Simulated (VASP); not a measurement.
Set up this calculation in VASP 6.6.1, as the native input.

```yaml
Task: single point
Functional: LDA
Potentials_or_basis: VASP PAW LDA potentials, release 64 (Na_pv, H)
Cutoff: 520 eV
k_mesh: 9 × 9 × 9
Occupations: fermi-dirac, width 0.05 eV
Spin: no spin polarisation
Dipole_correction: no
Further_INCAR_settings: ALGO = Normal; EDIFF = 1e-06; NBANDS = 11
```

The structure of NaH lies in POSCAR:

```
NaH
1.0
    0.0000000000      2.3901901053      2.3901901053
    2.3901901053      0.0000000000      2.3901901053
    2.3901901053      2.3901901053      0.0000000000
Na H
1 1
Direct
    0.0000000000      0.0000000000      0.0000000000
    0.5000000000      0.5000000000      0.5000000000
```

One way to write it, as run:

INCAR

```
ALGO     = Normal         # electronic algorithm
EDIFF    = 1E-6           # SCF threshold, eV
ENCUT    = 520            # plane-wave cutoff, eV
ISIF     = 2              # what is computed and relaxed
ISMEAR   = -1             # smearing method
LASPH    = T              # aspherical terms in the spheres
LCHARG   = F              # write CHGCAR
LREAL    = F              # projectors in reciprocal space
LWAVE    = F              # write WAVECAR
NBANDS   = 11             # bands
NELM     = 60             # most SCF steps
PREC     = Accurate       # precision mode
SIGMA    = 0.05           # smearing width, eV
```

KPOINTS

```
k-points
0
Gamma
  9 9 9
```

Potentials or basis: VASP PAW LDA potentials, release 64 (Na_pv, H).

Command:

```console
$ cat potpaw_LDA.64/Na_pv/POTCAR potpaw_LDA.64/H/POTCAR > POTCAR
$ mpirun -np 1 vasp_std > vasp.out
```

Results of the run:

```json
{
 "Pressure": "-1.5 GPa",
 "Band gap on the k mesh": "3.78 eV, indirect (least direct gap 4.54 eV)"
}
```

Wall time 4.3 s on 1 thread of Intel(R) Xeon(R) 6975P-C (Granite Rapids), on a shared host, peak memory 0.13 GiB.
